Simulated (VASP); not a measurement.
A run of VASP 6.6.1 is set up as follows.

File INCAR:

```
PREC = Accurate
ENCUT = 520
EDIFF = 1E-6
ISMEAR = 0
SIGMA = 0.05
LREAL = Auto
LASPH = True
NELM = 80
ALGO = Fast
ISIF = 2
LWAVE = False
LCHARG = True
LDIPOL = True
IDIPOL = 3
DIPOL = 0.5 0.5 0.342
GGA = CA
LELF = True
LVHAR = True
LVACPOTAV = True
NBANDS = 164
```

KPOINTS

```
regular mesh
0
Gamma
  3 3 1
```

Contents of POSCAR:

```
Ge5H2
1.0
    7.9504584305      0.0000000000      0.0000000000
    0.0000000000      7.9504584305      0.0000000000
    0.0000000000      0.0000000000     19.3782629924
Ge H
20 8
Direct
    0.5000000000      0.5000000000      0.2531929680
    0.5000000000      0.0000000000      0.2531929680
    0.0000000000      0.5000000000      0.2531929680
    0.0000000000      0.0000000000      0.2531929680
    0.7500000000      0.5000000000      0.3257204060
    0.7500000000      0.0000000000      0.3257204060
    0.2500000000      0.5000000000      0.3257204060
    0.2500000000      0.0000000000      0.3257204060
    0.7467247426      0.7487628484      0.4004307896
    0.7467247426      0.2512371516      0.4004307896
    0.2519562037      0.7497875133      0.3964957856
    0.2519562037      0.2502124867      0.3964957856
    0.0020723143      0.7360786412      0.4716562565
    0.0020723143      0.2639213588      0.4716562565
    0.4965746172      0.7234734087      0.4743173970
    0.4965746172      0.2765265913      0.4743173970
    0.0985432837      0.0000000000      0.5179750986
    0.1048303996      0.5000000000      0.5407841604
    0.4003821185      0.0000000000      0.5056571500
    0.4312294663      0.5000000000      0.5608481095
    0.5090621173      0.6542935074      0.2055986752
    0.5090621173      0.3457064926      0.2055986752
    0.5090621173      0.1542935074      0.2055986752
    0.5090621173     -0.1542935074      0.2055986752
   -0.0090621173      0.3457064926      0.2055986752
   -0.0090621173      0.6542935074      0.2055986752
   -0.0090621173     -0.1542935074      0.2055986752
   -0.0090621173      0.1542935074      0.2055986752
```

Potentials or basis: VASP PAW LDA potentials, release 64 (Ge_d, H).

Run with:

```console
$ cat potpaw_LDA.64/Ge_d/POTCAR potpaw_LDA.64/H/POTCAR > POTCAR
$ mpirun -np 1 vasp_std > vasp.out
```

Question: What does it give for the band gap on the k mesh?

Answer: Zero (bands 144 and 145 overlap by 0.12 eV).

Question: Predict the largest force.

Answer: 0.686 eV/Å.

Forces in eV/Å, atoms in the order of the input:
```
Ge   0.022  0.000  0.272
Ge   0.035  0.000  0.253
Ge  -0.041  0.000  0.265
Ge  -0.026  0.000  0.264
Ge   0.036  0.000  0.076
Ge  -0.021  0.000  0.259
Ge   0.007  0.000 -0.686
Ge  -0.015  0.000 -0.547
Ge   0.001  0.011  0.005
Ge   0.001 -0.011  0.005
Ge   0.008  0.010  0.011
Ge   0.008 -0.010  0.011
Ge  -0.010  0.000 -0.006
Ge  -0.010  0.000 -0.006
Ge   0.004 -0.020 -0.013
Ge   0.004  0.020 -0.013
Ge   0.009  0.000 -0.033
Ge  -0.012  0.000 -0.137
Ge  -0.010  0.000  0.030
Ge   0.011  0.000  0.007
H   -0.028  0.005 -0.012
H   -0.028 -0.005 -0.012
H   -0.023  0.008  0.001
H   -0.023 -0.008  0.001
H    0.030  0.001 -0.015
H    0.030 -0.001 -0.015
H    0.018 -0.010  0.018
H    0.018  0.010  0.018
```
